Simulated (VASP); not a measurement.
# As (C2/c) in VASP: further runs

As is run at these levels: LDA; tasks: single point.

Program: VASP 6.6.1. These are calculated values, not measurements. Logs are shortened: lines on timing, memory, paths and dates and some standing lists are left out, and cuts for length are marked.

**1. The cell of the first run**

The structure is monoclinic, space group C2/c (No. 15). Conventional cell: a = 2.665 Å, b = 7.555 Å, c = 3.527 Å, α = 90.00°, β = 90.11°, γ = 90.00°. Within 3.1 Å of As (site symmetry 2) lie 4 As at 2.36 to 2.66 Å.

**2. Single point, LDA (volume scaled by 0.88)**

Input file INCAR:

```
SYSTEM = As
PREC     = Accurate       ! precision mode
ENCUT    = 520            ! plane-wave cutoff, eV
EDIFF    = 1E-6           ! SCF threshold, eV
ISMEAR   = -1             ! smearing method
SIGMA    = 0.1            ! smearing width, eV
LREAL    = .False.        ! projectors in reciprocal space
LASPH    = .True.         ! aspherical terms in the spheres
NELM     = 100            ! most SCF steps
ALGO     = Normal         ! electronic algorithm
ISIF     = 2              ! what is computed and relaxed
LWAVE    = .False.        ! write WAVECAR
LCHARG   = .False.        ! write CHGCAR
GGA      = CA             ! functional
NBANDS   = 12             ! bands
```

Input file KPOINTS:

```
Automatic mesh
0
Gamma
  16 16 10
  0 0 0
```

Input file POSCAR:

```
As
1.0
   -2.8470633970      2.4953516999      1.3089848193
    2.4953516999     -2.8470633970      1.3089848193
    2.8010143058      2.8010143058     -1.9531454368
As
2
Direct
    0.0208380531      0.9791619469      0.0000000000
    0.7291619469      0.2708380531      0.5000000000
```

Potentials or basis: VASP PAW LDA potentials, release 64 (As).

Started as:

```
cat potpaw_LDA.64/As/POTCAR > POTCAR
mpirun -np 1 vasp_std > vasp.out
```

OUTCAR:

```text
SYSTEM = As
   PREC = Accurate
   ENCUT = 520
   EDIFF = 1E-6
   ISMEAR = -1
   LREAL = .False.
   LASPH = .True.
   NELM = 100
   ISIF = 2
   GGA = CA

 ion  position               nearest neighbor table
   1  0.021  0.979  0.000-   2 2.36   2 2.36
   2  0.729  0.271  0.500-   1 2.36   1 2.36

  Warning from LATTYP: Got some problem with cell dimensions!
  Tried to take original basis but could not verify dimensions!
  LATTYP: Found a base centered monoclinic cell.
 ALAT       =     2.6648015432
 B/A-ratio  =     2.8352264750
 C/A-ratio  =     1.3235735287
 COS(beta)  =    -0.0018717923

  Lattice vectors:

 A1 = (   2.8470633970,  -2.4953516999,  -1.3089848193)
 A2 = (  -2.4953516999,   2.8470633970,  -1.3089848193)
 A3 = (   2.4493026087,   2.4493026087,   0.6648242018)

Analysis of symmetry for initial positions (statically):
=====================================================================
 Subroutine PRICEL returns:
 Original cell was already a primitive cell.

 Routine SETGRP: Setting up the symmetry group for a
 base centered monoclinic supercell.

 Subroutine GETGRP returns: Found  4 space group operations
 (whereof  2 operations were pure point group operations)
 out of a pool of  4 trial point group operations.

The static configuration has the point symmetry C_2 .
 The point group associated with its full space group is C_2h.

Analysis of symmetry for dynamics (positions and initial velocities):
=====================================================================
 Subroutine PRICEL returns:
 Original cell was already a primitive cell.

 Routine SETGRP: Setting up the symmetry group for a
 base centered monoclinic supercell.

 Subroutine GETGRP returns: Found  4 space group operations
 (whereof  2 operations were pure point group operations)
 out of a pool of  4 trial point group operations.

The dynamic configuration has the point symmetry C_2 .
 The point group associated with its full space group is C_2h.

 Subroutine INISYM returns: Found  4 space group operations
 (whereof  2 operations are pure point group operations),
 and found     1 'primitive' translations

----------------------------------------------------------------------------------------

                                     Primitive cell

  volume of cell :      35.5058

  direct lattice vectors                    reciprocal lattice vectors
    -2.847063397  2.495351700  1.308984819     0.053350213  0.240531475  0.421456999
     2.495351700 -2.847063397  1.308984819     0.240531475  0.053350213  0.421456999
     2.801014306  2.801014306 -1.953145437     0.196957514  0.196957514  0.052920600

  length of vectors
     4.005744793  4.005744793  4.416575526     0.488188117  0.488188117  0.283522688

  position of ions in fractional coordinates (direct lattice)
     0.020838053  0.979161947  0.000000000
     0.729161947  0.270838053  0.500000000

  ion indices of the primitive-cell ions
   primitive index   ion index
                 1           1
                 2           2

----------------------------------------------------------------------------------------

 KPOINTS: Automatic mesh

Automatic generation of k-mesh.
 Grid dimensions read from file:
 generate k-points for:   16   16   10

 Generating k-lattice:

  Cartesian coordinates                     Fractional coordinates (reciprocal lattice)
     0.003334388  0.015033217  0.026341062     0.062500000  0.000000000  0.000000000
     0.015033217  0.003334388  0.026341062     0.000000000  0.062500000  0.000000000
     0.019695751  0.019695751  0.005292060     0.000000000  0.000000000  0.100000000

  Length of vectors
     0.030511757  0.030511757  0.028352269

  Shift w.r.t. Gamma in fractional coordinates (k-lattice)
     0.000000000  0.000000000  0.000000000

 Subroutine IBZKPT returns following result:
 ===========================================

 Found    690 irreducible k-points:

 Following reciprocal coordinates:
            Coordinates               Weight
  0.000000  0.000000  0.000000      1.000000
  0.062500  0.000000 -0.000000      4.000000
  0.125000  0.000000 -0.000000      4.000000
  0.187500 -0.000000  0.000000      4.000000
  0.250000  0.000000 -0.000000      4.000000
  0.312500  0.000000 -0.000000      4.000000
[... 16 lines left out ...]
 -0.125000  0.062500 -0.000000      4.000000
 -0.062500  0.062500  0.000000      2.000000
 [... further k-points ...]
   k-points           NKPTS =    690   k-points in BZ     NKDIM =    690   number of bands    NBANDS=     12
   number of dos      NEDOS =    301   number of ions     NIONS =      2
   total plane-waves  NPLWV =  32400
   dimension x,y,z NGX =    30 NGY =   30 NGZ =   36
   dimension x,y,z NGXF=    60 NGYF=   60 NGZF=   72
   ions per type =               2
   NGX,Y,Z   is equivalent  to a cutoff of  12.45, 12.45, 13.55 a.u.
   NGXF,Y,Z  is equivalent  to a cutoff of  24.90, 24.90, 27.10 a.u.
 SYSTEM =  As
   PREC   = accura    normal or accurate (medium, high low for compatibility)
   ISTART =      0    job   : 0-new  1-cont  2-samecut
   ICHARG =      2    charge: 1-file 2-atom 10-const
   ISPIN  =      1    spin polarized calculation?
   LNONCOLLINEAR =      F non collinear calculations
   LSORBIT =      F    spin-orbit coupling
   LASPH  =      T    aspherical Exc in radial PAW
   ENCUT  =  520.0 eV  38.22 Ry    6.18 a.u.   7.45  7.45  8.21*2*pi/ulx,y,z
   NELM   =    100;   NELMIN=  2; NELMDL= -5     # of ELM steps
   EDIFF  = 0.1E-05   stopping-criterion for ELM
   LREAL  =      F    real-space projection
   EDIFFG = 0.1E-04   stopping-criterion for IOM
   NSW    =      0    number of steps for IOM
   IBRION =     -1    ionic relax: 0-MD 1-quasi-New 2-CG
   NFREE  =      0    steps in history (QN), initial steepest desc. (CG)
   ISIF   =      2    stress and relaxation
   ISYM   =      2    0-nonsym 1-usesym 2-fastsym
   POTIM  = 0.5000    time-step for ionic-motion
   TEBEG  =    0.0;   TEEND  =   0.0 temperature during run
   PSTRESS=    0.0 pullay stress
   NELECT =      10.0000    total number of electrons
   NUPDOWN=      -1.0000    fix difference up-down
   EMIN   =  10.00;   EMAX   =-10.00  energy-range for DOS
   EFERMI =   0.00;   METHOD = LEGACY
   ISMEAR =    -1;   SIGMA  =   0.10  broadening in eV -4-tet -1-fermi 0-gaus
   EFERMI_NEDOS =   21; number of points for ismear=-14 and -15
   IALGO  =     38    algorithm
   IMIX   =      4    mixing-type and parameters
     AMIX     =   0.40;   BMIX     =  1.00
     AMIX_MAG =   1.60;   BMIX_MAG =  1.00
  volume/ion in A,a.u.               =      17.75       119.80
  Fermi-wavevector in a.u.,A,eV,Ry     =   1.073103  2.027872 15.667804  1.151551
  Thomas-Fermi vector in A             =   2.208893
   LORBIT       =      0    0 simple, 1 ext, 2 COOP (PROOUT), +10 PAW based schemes
   GGA     = CA    functional components
   LHFCALC =     F    Hartree Fock is set to
   AEXX    =    0.0000 exact exchange contribution
   IVDW    =     0    specifies the selected vdW correction
   LEPSILON=     F    determine dielectric tensor
   LRPA    =     F    only Hartree local field effects (RPA)
 non-spin polarized calculation
  energy-cutoff  :      520.00
  volume of cell :       35.51
 maximum number of plane-waves:       973
 NGX is ok and might be reduce to    30
   NGX = 15   NGY = 15   NGZ = 17

 number of electron      10.0000000 magnetization

 number of electron       9.9999999 magnetization

 Free energy of the ion-electron system (eV)
  ---------------------------------------------------
  ext. energy  EPLUGINS =         0.00000000
  ---------------------------------------------------
  free energy    TOTEN  =       -10.35661047 eV

  energy without entropy =      -10.33513452  energy(sigma->0) =      -10.34587250

 E-fermi :   7.3395     XC(G=0): -11.0416

 val. band max:        7.3370162638   @ k =   0.0625   0.0625   0.4000
 cond. band min:       7.3468501972   @ k =  -0.0625  -0.1250   0.2000
 fundamental gap:      0.0098339334
 Fermi energy:         7.3394601462

 k-point     1 :       0.0000    0.0000    0.0000
  band No.  band energies     occupation
      1      -8.9947      2.00000
      2      -0.8388      2.00000
      3       2.4875      2.00000
      4       2.8510      2.00000
      5       8.4192      0.00004
      6      11.9408      0.00000
      7      12.1389      0.00000
      8      13.3808      0.00000
      9      14.3144      0.00000
     10      16.5117      0.00000
     11      16.7073      0.00000
     12      19.0834      0.00000

 k-point     2 :       0.0625    0.0000   -0.0000
  band No.  band energies     occupation
      1      -8.8662      2.00000
      2      -1.0017      2.00000
      3       2.5565      2.00000
      4       3.0418      2.00000
      5       8.7592      0.00000
      6      11.0193      0.00000
      7      11.7935      0.00000
      8      12.8089      0.00000
      9      13.7396      0.00000
     10      17.1786      0.00000
     11      17.5737      0.00000
     12      19.7089      0.00000

 k-point     3 :       0.1250    0.0000   -0.0000
  band No.  band energies     occupation
      1      -8.4820      2.00000
      2      -1.3516      2.00000
      3       2.4988      2.00000
      4       3.8033      2.00000
      5       9.2673      0.00000
      6       9.4911      0.00000
      7      10.9814      0.00000
      8      11.6745      0.00000
      9      13.0627      0.00000
     10      18.1949      0.00000
     11      19.5348      0.00000
     12      20.2419      0.00000
[... 286 lines left out ...]
 k-point    23 :      -0.1250    0.0625   -0.0000
  band No.  band energies     occupation
      1      -8.8026      2.00000
      2      -1.3656      2.00000
      3       2.4721      2.00000
      4       3.5297      2.00000
      5       8.8692      0.00000
      6      10.8578      0.00000
      7      11.1804      0.00000
      8      13.0073      0.00000
      9      13.9185      0.00000
     10      17.1071      0.00000
     11      17.9414      0.00000
     12      20.1091      0.00000

 k-point    24 :      -0.0625    0.0625    0.0000
  band No.  band energies     occupation
      1      -8.9628      2.00000
      2      -1.0720      2.00000
      3       2.6973      2.00000
      4       2.8849      2.00000
      5       8.5045      0.00002
      6      11.8566      0.00000
      7      11.8662      0.00000
      8      13.2037      0.00000
      9      14.4303      0.00000
     10      16.5050      0.00000
     11      17.0603      0.00000
     12      19.2760      0.00000

 [... further k-points ...]
[... 5 lines left out ...]
  --------------------------------------------------------------------------------------
  -------------------------------------------------------------------------------------
  Total        3.3631147      3.3631147      3.2676775      0.3477912      0.0661260      0.0661260
  in kB      151.7583442    151.7583442    147.4518041     15.6938502      2.9838930      2.9838932
  external PRESSURE =     150.3228308 kB  Pullay stress =       0.0000000 kB

 VOLUME and BASIS-vectors are now :
 -----------------------------------------------------------------------------
  energy-cutoff  :      520.00
  volume of cell :       35.51
      direct lattice vectors                 reciprocal lattice vectors
    -2.847063397  2.495351700  1.308984819     0.053350213  0.240531475  0.421456999
     2.495351700 -2.847063397  1.308984819     0.240531475  0.053350213  0.421456999
     2.801014306  2.801014306 -1.953145437     0.196957514  0.196957514  0.052920600

 POSITION                                       TOTAL-FORCE (eV/Angst)
 -----------------------------------------------------------------------------------
      2.38403     -2.73574      1.30898         0.770762     -0.770762     -0.000000
      0.00037      2.44893      0.33241        -0.770762      0.770762      0.000000
 -----------------------------------------------------------------------------------
    total drift:                                0.000000     -0.000000      0.000000

  FREE ENERGIE OF THE ION-ELECTRON SYSTEM (eV)
  ---------------------------------------------------
  free  energy   TOTEN  =       -10.3566104702 eV

  energy  without entropy=      -10.3351345213  energy(sigma->0) =      -10.34587250
```

Run time: 2.4 min. Hardware: 1 thread of Intel Xeon 6975P-C (Granite Rapids), shared host; peak memory 0.36 GiB.

Results:

| Item | Value |
| --- | --- |
| Free energy | -10.3566 eV |
| Pressure | 15.0 GPa |
| Largest force | 1.090 eV/Å |
| Band gap on the k mesh | zero (band 5 reaches 13.25 eV, above the bottom of band 6 at 3.92 eV) |

Forces in eV/Å, atoms in the order of the input:
```
As   0.771 -0.771  0.000
As  -0.771  0.771  0.000
```

Stress tensor (GPa, compression positive):
```
15.18  1.57  0.30
 1.57 15.18  0.30
 0.30  0.30 14.75
```

Caveat: the cell differs from its parent crystal (volume scaled by 0.88); forces of over 1 eV/Å act on the atoms, so gaps and moduli don't describe the material at rest.

**3. Single point, LDA (volume scaled by 0.92)**

Input file INCAR:

```
SYSTEM = As
PREC = Accurate ; ENCUT = 520
EDIFF = 1E-7 ; ISMEAR = -1
SIGMA = 0.1 ; LREAL = .False.
LASPH = .True. ; NELM = 80
ALGO = Normal ; ISIF = 2
LWAVE = .False. ; LCHARG = .False.
GGA = CA ; NBANDS = 12
```

Input file KPOINTS:

```
regular mesh
0
Gamma
  16 16 10
  0 0 0
```

Input file POSCAR:

```
As
1.0
   -2.8895631463      2.5326012468      1.3285247869
    2.5326012468     -2.8895631463      1.3285247869
    2.8428266539      2.8428266539     -1.9823011596
As
2
Direct
    0.0208380531      0.9791619469      0.0000000000
    0.7291619469      0.2708380531      0.5000000000
```

Potentials or basis: VASP PAW LDA potentials, release 64 (As).

Started as:

```
cat potpaw_LDA.64/As/POTCAR > POTCAR
mpirun -np 1 vasp_std > vasp.out
```

Run time: 2.5 min. Hardware: 1 thread of Intel Xeon 6975P-C (Granite Rapids), shared host; peak memory 0.37 GiB.

It converged, with:

```
Free energy            : -10.4772 eV
Pressure               : 9.1 GPa
Largest force          : 0.693 eV/Å
Band gap on the k mesh : zero (band 5 reaches 12.42 eV, above the bottom of band 6 at 3.51 eV)
```

Forces on the atoms (eV/Å):
```
As   0.490 -0.490  0.000
As  -0.490  0.490  0.000
```

Stress tensor (GPa, compression positive):
```
9.11 0.95 0.15
0.95 9.11 0.15
0.15 0.15 9.11
```

Levels at points of the mesh, in eV from the Fermi level:
```
           k point  band 3  band 4  band 5  band 6  band 7  band 8
(0.00, 0.00, 0.00)   -4.60   -4.27    1.23    4.41    4.61    5.90
(0.50, 0.00, 0.00)   -5.19   -5.18   -2.26   -2.24    2.29    2.30
(0.50, 0.50, 0.00)   -3.04   -0.95   -0.16    0.44    3.28    8.18
(0.00, 0.00, 0.50)   -2.76   -2.76   -0.26   -0.26    6.00    6.00
(0.50, 0.00, 0.50)   -5.59   -3.72   -1.41    0.75    2.64    4.26
(0.50, 0.50, 0.50)   -7.11   -7.11    5.59    5.59    7.02    7.02
```

Caveat: the cell differs from its parent crystal (volume scaled by 0.92).

**4. Single point, LDA (volume scaled by 0.96)**

Input file INCAR:

```
PREC = Accurate
ENCUT = 520
EDIFF = 1E-6
ISMEAR = -1
SIGMA = 0.1
LREAL = False
LASPH = True
NELM = 60
ALGO = Normal
ISIF = 2
LWAVE = False
LCHARG = True
LELF = True
LVHAR = True
NBANDS = 12
```

Input file KPOINTS:

```
Automatic mesh
0
Gamma
  16 16 10
```

Input file POSCAR:

```
As
1.0
   -2.9308481976      2.5687861534      1.3475062770
    2.5687861534     -2.9308481976      1.3475062770
    2.8834439508      2.8834439508     -2.0106235741
As
2
Direct
    0.0208380531      0.9791619469      0.0000000000
    0.7291619469      0.2708380531      0.5000000000
```

Started as:

```
cat potpaw_LDA.64/As/POTCAR > POTCAR
mpirun -np 1 vasp_std > vasp.out
```

Wall time 2.1 min (1 thread of Intel Xeon 6975P-C (Granite Rapids), shared host); peak memory 0.38 GiB.

The run converged. Its results:

- Free energy: -10.5442 eV
- Pressure: 4.3 GPa
- Largest force: 0.352 eV/Å
- Band gap on the k mesh: zero (band 5 reaches 11.66 eV, above the bottom of band 6 at 3.14 eV)

Forces on the atoms (eV/Å):
```
As   0.249 -0.249  0.000
As  -0.249  0.249  0.000
```

Stress tensor (GPa, compression positive):
```
4.22 0.45 0.03
0.45 4.22 0.03
0.03 0.03 4.56
```

Levels at points of the mesh, in eV from the Fermi level:
| k point | band 2 | band 3 | band 4 | band 5 | band 6 | band 7 | band 8 | band 9 |
| --- | --- | --- | --- | --- | --- | --- | --- | --- |
| (0.00, 0.00, 0.00) | -8.23 | -4.37 | -4.07 | 1.36 | 4.23 | 4.44 | 5.77 | 6.38 |
| (0.50, 0.00, 0.00) | -9.59 | -4.93 | -4.93 | -2.18 | -2.16 | 2.36 | 2.37 | 7.92 |
| (0.50, 0.50, 0.00) | -11.56 | -2.89 | -0.93 | -0.20 | 0.50 | 3.16 | 8.10 | 8.33 |
| (0.00, 0.00, 0.50) | -12.89 | -2.66 | -2.66 | -0.20 | -0.20 | 5.72 | 5.72 | 11.08 |
| (0.50, 0.00, 0.50) | -7.82 | -5.55 | -3.53 | -1.36 | 0.69 | 2.53 | 4.14 | 7.65 |
| (0.50, 0.50, 0.50) | -12.16 | -6.78 | -6.78 | 5.36 | 5.36 | 6.71 | 6.71 | 10.28 |

Caveat: the cell differs from its parent crystal (volume scaled by 0.96).

**5. Single point, LDA**

This run uses another cell than the first one, of 20.17 Å³/atom, 1.136 times its volume.

Input file INCAR:

```
  PREC = Accurate
  ENCUT = 520
  EDIFF = 1E-6
  ISMEAR = -1
  SIGMA = 0.1
  LREAL = F
  LASPH = T
  NELM = 100
  ALGO = Normal
  ISIF = 2
  LWAVE = F
  LCHARG = F
  GGA = CA
  NBANDS = 12
```

KPOINTS is that of step 4.

Input file POSCAR:

```
As
1.0
   -2.9710017927      2.6039793780      1.3659675611
    2.6039793780     -2.9710017927      1.3659675611
    2.9229480920      2.9229480920     -2.0381697858
As
2
Direct
    0.0208380531      0.9791619469      0.0000000000
    0.7291619469      0.2708380531      0.5000000000
```

Started as:

```
cat potpaw_LDA.64/As/POTCAR > POTCAR
mpirun -np 1 vasp_std > vasp.out
```

It took 2 min on 1 thread of Intel Xeon 6975P-C (Granite Rapids), shared host; peak memory 0.39 GiB.

Results (log left out):

```
Free energy            : -10.5677 eV
Pressure               : 0.5 GPa
Largest force          : 0.055 eV/Å
Band gap on the k mesh : zero (band 5 reaches 10.95 eV, above the bottom of band 6 at 2.80 eV)
```

Forces on the atoms (eV/Å):
```
As   0.039 -0.039  0.000
As  -0.039  0.039  0.000
```

Stress tensor (GPa, compression positive):
```
 0.27  0.04 -0.07
 0.04  0.27 -0.07
-0.07 -0.07  0.88
```

Levels at points of the mesh, in eV from the Fermi level:
```
           k point  band 3  band 4  band 5  band 6  band 7  band 8
(0.00, 0.00, 0.00)   -4.16   -3.89    1.48    4.06    4.28    5.66
(0.50, 0.00, 0.00)   -4.69   -4.69   -2.11   -2.09    2.42    2.43
(0.50, 0.50, 0.00)   -2.76   -0.92   -0.24    0.55    3.05    7.91
(0.00, 0.00, 0.50)   -2.57   -2.57   -0.14   -0.14    5.47    5.47
(0.50, 0.00, 0.50)   -5.48   -3.34   -1.31    0.64    2.43    4.03
(0.50, 0.50, 0.50)   -6.47   -6.47    5.14    5.14    6.41    6.41
```

**6. Overview**

| cell | gap on the mesh (eV) | pressure (GPa) | largest force (eV/Å) |
| --- | --- | --- | --- |
| a = 4.006, b = 4.006, c = 4.417 Å, angles 101.5, 101.5, 141.1°, 2 atoms | none | 15.0 | 1.09 |
| a = 4.066, b = 4.066, c = 4.483 Å, angles 101.5, 101.5, 141.1°, 2 atoms | none | 9.1 | 0.69 |
| a = 4.124, b = 4.124, c = 4.547 Å, angles 101.5, 101.5, 141.1°, 2 atoms | none | 4.3 | 0.35 |
| a = 4.180, b = 4.180, c = 4.609 Å, angles 101.5, 101.5, 141.1°, 2 atoms | none | 0.5 | 0.05 |

Alike in all rows: task single point; level LDA; potentials or basis VASP PAW LDA potentials, release 64 (As); no spin polarisation; k mesh 16 × 16 × 10; cutoff (eV) 520; smearing fermi-dirac 0.1 eV.

Caveats: forces of over 1 eV/Å act on the atoms, so gaps and moduli don't describe the material at rest (some runs).

Absolute energies hang on the potentials; compare differences alone.
